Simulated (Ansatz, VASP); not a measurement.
One calculation of ScH3Br2, two programs

INCAR

```
SYSTEM = ScH3Br2
  ALGO = Normal
  EDIFF = 1E-6
  EDIFFG = -0.04
  ENCUT = 600
  GGA = PE
  IBRION = 2
  ISIF = 3
  ISMEAR = 0
  LASPH = .True.
  LCHARG = .False.
  LREAL = .False.
  LWAVE = .False.
  NELM = 60
  NSW = 90
  PREC = Accurate
  SIGMA = 0.1
```

Contents of KPOINTS:

```
k-points
0
Gamma
  3 3 6
  0 0 0
```

File POSCAR:

```
ScH3Br2
1.0
    6.0835268300      0.0000000000      0.0000000000
   -3.0417634100      5.2684887800      0.0000000000
    0.0000000000      0.0000000000      3.2934112700
Sc H Br
1 3 2
Direct
    0.0000000000      0.0000000000      0.0000000000
    0.5000000000      0.0000000000      0.5000000000
    0.5000000000      0.5000000000      0.5000000000
    0.0000000000      0.5000000000      0.5000000000
    0.3333333300      0.6666666700      0.0000000000
    0.6666666700      0.3333333300      0.0000000000
```

Input for Ansatz:

```yaml
crystal:
  lattice:
    - [6.08352683, 0.0, 0.0]
    - [-3.04176341, 5.26848878, 0.0]
    - [0.0, 0.0, 3.29341127]
  atoms:
    - { symbol: Sc, position: [0.0, 0.0, 0.0] }
    - { symbol: H, position: [0.5, 0.0, 0.5] }
    - { symbol: H, position: [0.5, 0.5, 0.5] }
    - { symbol: H, position: [0.0, 0.5, 0.5] }
    - { symbol: Br, position: [0.33333333, 0.66666667, 0.0] }
    - { symbol: Br, position: [0.66666667, 0.33333333, 0.0] }
basis:
  ecutwfc: 420
kpoints:
  mp_grid: { grid: [3, 3, 6] }
hamiltonian:
  xc: pbe
scf:
  occupations: { method: gaussian, width: 0.1 }
  lower_state_search: "off"
output:
  forces: true
  stress: true
  eigenvalues: true
relax:
  adjacent_minimum: "off"
  f_tol: 0.04
  max_steps: 70
  cell: { stress_tol: 0.4 }
```

Change from the starting cell: species swapped into the SmB2Ru3 type (P6/mmm, No. 191).

Alike in both runs: task relaxation of cell and atoms; functional PBE; k mesh 3 × 3 × 6; occupations gaussian, width 0.1 eV; no spin polarisation.

|  | VASP | Ansatz |
| --- | --- | --- |
| version | VASP 6.6.1 | Ansatz 0.2.0 |
| potentials or method | VASP PAW PBE potentials, release 64 (Sc_sv, H, Br), cutoff 600 eV | scalar-relativistic, plane waves, PAW |
| valence electrons in the cell | 28 | 28 |

|  | VASP | Ansatz | Ansatz less VASP |
| --- | --- | --- | --- |
| gap on the k mesh at the Fermi level, each at its own relaxed structure (eV) | none | none | - |
| relaxed volume (Å³/atom) | 14.27 | 14.20 | -0.069 |
| relaxed cell length with the largest relative difference (Å) | 3.873 | 3.863 | -0.0102 |

A gap of «none» marks a metal or a gap that the smearing closes.

The k mesh is coarse, so the values compare programs but aren't converged. Noted on VASP's run: the volume moved by over 15 % at a fixed basis, so the end points are rough.
